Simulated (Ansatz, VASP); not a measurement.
## One calculation of SnSe2, two programs

File INCAR:

```
SYSTEM = SnSe2
PREC = Accurate
ENCUT = 500
EDIFF = 1E-6
ISMEAR = 0
SIGMA = 0.03
LREAL = .False.
LASPH = .True.
NELM = 120
ALGO = Normal
ISIF = 2
LWAVE = .False.
LCHARG = .True.
GGA = PE
IVDW = 12
LELF = .True.
LVHAR = .True.
NBANDS = 20
GGA_COMPAT = .False.
```

Contents of KPOINTS:

```
Automatic mesh
0
Gamma
  12 12 6
  0 0 0
```

Contents of POSCAR:

```
SnSe2
1.0
    4.2203665293      0.0000000000      0.0000000000
   -2.1101832647      3.6549446276      0.0000000000
    0.0000000000      0.0000000000      5.5063122107
Sn Se
1 2
Direct
    0.0000000000      0.0000000000      0.0000000000
    0.3333333333      0.6666666667      0.2651331237
    0.6666666667      0.3333333333      0.7348668763
```

Input for Ansatz:

```yaml
crystal:
  lattice:
    - [4.2203665293, 0.0, 0.0]
    - [-2.1101832647, 3.6549446276, 0.0]
    - [0.0, 0.0, 5.5063122107]
  atoms:
    - { symbol: Sn, position: [0.0, 0.0, 0.0] }
    - { symbol: Se, position: [0.3333333333, 0.6666666667, 0.2651331237] }
    - { symbol: Se, position: [0.6666666667, 0.3333333333, 0.7348668763] }
basis:
  ecutwfc: 420
kpoints:
  mp_grid: { grid: [12, 12, 6] }
hamiltonian:
  xc: pbe
  dispersion: d3bj
scf:
  occupations: { method: gaussian, width: 0.03 }
output:
  forces: true
  stress: true
  eigenvalues: true
```

Alike in both runs: task single point; functional PBE; dispersion D3(BJ); k mesh 12 × 12 × 6; occupations gaussian, width 0.03 eV; no spin polarisation.

```csv
,VASP,Ansatz
version,VASP 6.6.1,Ansatz 0.2.0
potentials or method,"VASP PAW PBE potentials, release 64 (Sn_d, Se), cutoff 500 eV","scalar-relativistic, plane waves, PAW"
valence electrons in the cell,26,46
```

```tsv
	VASP	Ansatz	Ansatz less VASP
gap on the k mesh at the Fermi level (eV)	none	none	-
pressure (GPa)	-5.2	-5.3	-0.03
traceless stress, the component that is largest in VASP (GPa)	3.78	3.79	+0.016
rms of the force components (eV/Å)	0.067	0.064	-0.0033
```

Atom by atom the forces differ by 0.003 eV/Å (rms over components). A gap of «none» marks a metal or a gap that the smearing closes. VASP's potentials hold 26 valence electrons a cell and Ansatz's 46, so a difference there can come from the potentials and not from the codes.
